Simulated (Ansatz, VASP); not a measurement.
AlRu in VASP and in Ansatz

Contents of POSCAR:

```
AlRu
1.0
    2.9524948275      0.0000000000      0.0000000000
    0.0000000000      2.9524948275      0.0000000000
    0.0000000000      0.0000000000      2.9524948275
Al Ru
1 1
Direct
    0.0000000000      0.0000000000      0.0000000000
    0.5000000000      0.5000000000      0.5000000000
```

Contents of INCAR.step1:

```
PREC = Accurate ; ENCUT = 520
ISMEAR = 0 ; SIGMA = 0.1
LREAL = F ; LASPH = T
NELM = 100 ; NBANDS = 16
GGA = PE ; ALGO = Normal
EDIFF = 1E-4 ; LWAVE = T
LCHARG = F
```

INCAR.step2

```
PREC = Accurate ; ENCUT = 520
EDIFF = 1E-6 ; ISMEAR = 0
SIGMA = 0.1 ; LREAL = F
LASPH = T ; NELM = 100
ALGO = Normal ; ISIF = 2
LWAVE = F ; LCHARG = F
METAGGA = R2SCAN ; LMIXTAU = T
NBANDS = 16 ; ISTART = 1
```

File KPOINTS:

```
Automatic mesh
0
Gamma
  14 14 14
```

Input for Ansatz:

```yaml
crystal:
  lattice:
    - [2.9524948275, 0.0, 0.0]
    - [0.0, 2.9524948275, 0.0]
    - [0.0, 0.0, 2.9524948275]
  atoms:
    - { symbol: Al, position: [0.0, 0.0, 0.0] }
    - { symbol: Ru, position: [0.5, 0.5, 0.5] }
basis:
  ecutwfc: 500
kpoints:
  mp_grid: { grid: [14, 14, 14] }
hamiltonian:
  xc: r2scan
scf:
  occupations: { method: gaussian, width: 0.1 }
output:
  forces: true
  stress: true
  eigenvalues: true
```

Alike in both runs: task single point; functional r2SCAN; k mesh 14 × 14 × 14; occupations gaussian, width 0.1 eV; no spin polarisation.

|  | VASP | Ansatz |
| --- | --- | --- |
| version | VASP 6.6.1 | Ansatz 0.2.0 |
| potentials or method | VASP PAW PBE potentials, release 64 (Al, Ru_pv), cutoff 520 eV | scalar-relativistic, plane waves, PAW |
| valence electrons in the cell | 17 | 19 |

```tsv
	VASP	Ansatz	Ansatz less VASP
gap on the k mesh at the Fermi level (eV)	none	none	-
pressure (GPa)	7.4	7.2	-0.20
```

VASP's potentials were made for PBE, not for r2SCAN. A gap of «none» marks a metal or a gap that the smearing closes. The functional is the same, so the differences come from potentials, cutoffs and numerics. VASP's potentials hold 17 valence electrons a cell and Ansatz's 19, so a difference there can come from the potentials and not from the codes.
